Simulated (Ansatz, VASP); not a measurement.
## Al2Cu in VASP and in Ansatz

The input POSCAR:

```
Al2Cu
1.0
    4.1493487057      0.0000000000      0.0000000000
    0.0000000000      4.1493487057      0.0000000000
    0.0000000000      0.0000000000      2.7657856321
Al Cu
2 1
Direct
    0.5000000000      0.0000000000      0.5000000000
    0.0000000000      0.5000000000      0.5000000000
    0.0000000000      0.0000000000      0.0000000000
```

INCAR.step1

```
PREC = Accurate
ENCUT = 520
ISMEAR = 0
SIGMA = 0.15
LREAL = False
LASPH = True
NELM = 100
NBANDS = 16
GGA = PE
ALGO = Normal
EDIFF = 1E-4
LWAVE = True
LCHARG = False
```

INCAR.step2

```
PREC = Accurate
ENCUT = 520
EDIFF = 1E-6
ISMEAR = 0
SIGMA = 0.15
LREAL = False
LASPH = True
NELM = 100
ALGO = Normal
ISIF = 2
LWAVE = False
LCHARG = True
METAGGA = R2SCAN
LMIXTAU = True
LELF = True
LVHAR = True
NBANDS = 16
ISTART = 1
```

The input KPOINTS:

```
regular mesh
0
Gamma
  12 12 16
```

Input for Ansatz:

```yaml
crystal:
  lattice:
    - [4.1493487057, 0.0, 0.0]
    - [0.0, 4.1493487057, 0.0]
    - [0.0, 0.0, 2.7657856321]
  atoms:
    - { symbol: Al, position: [0.5, 0.0, 0.5] }
    - { symbol: Al, position: [0.0, 0.5, 0.5] }
    - { symbol: Cu, position: [0.0, 0.0, 0.0] }
basis:
  ecutwfc: 500
kpoints:
  mp_grid: { grid: [12, 12, 16] }
hamiltonian:
  xc: r2scan
scf:
  occupations: { method: gaussian, width: 0.15 }
output:
  forces: true
  stress: true
  eigenvalues: true
```

Change from the starting cell: strain +0.015 along x and y, -0.030 along z, atoms carried along.

Alike in both runs: task single point; functional r2SCAN; k mesh 12 × 12 × 16; occupations gaussian, width 0.15 eV; no spin polarisation.

```csv
,VASP,Ansatz
version,VASP 6.6.1,Ansatz 0.2.0
potentials or method,"VASP PAW PBE potentials, release 64 (Al, Cu), cutoff 520 eV","scalar-relativistic, plane waves, PAW"
valence electrons in the cell,17,25
```

Ansatz gave:

- gap on the k mesh at the Fermi level (eV): none
- pressure (GPa): 0.5
- traceless stress, the component that is largest in VASP (GPa): 3.37

Task: Estimate VASP's values.

Result: gap on the k mesh at the Fermi level (eV): none; pressure (GPa): 0.3; traceless stress, the component that is largest in VASP (GPa): 3.31.

VASP's potentials were made for PBE, not for r2SCAN. A gap of «none» marks a metal or a gap that the smearing closes. VASP's potentials hold 17 valence electrons a cell and Ansatz's 25, so a difference there can come from the potentials and not from the codes.
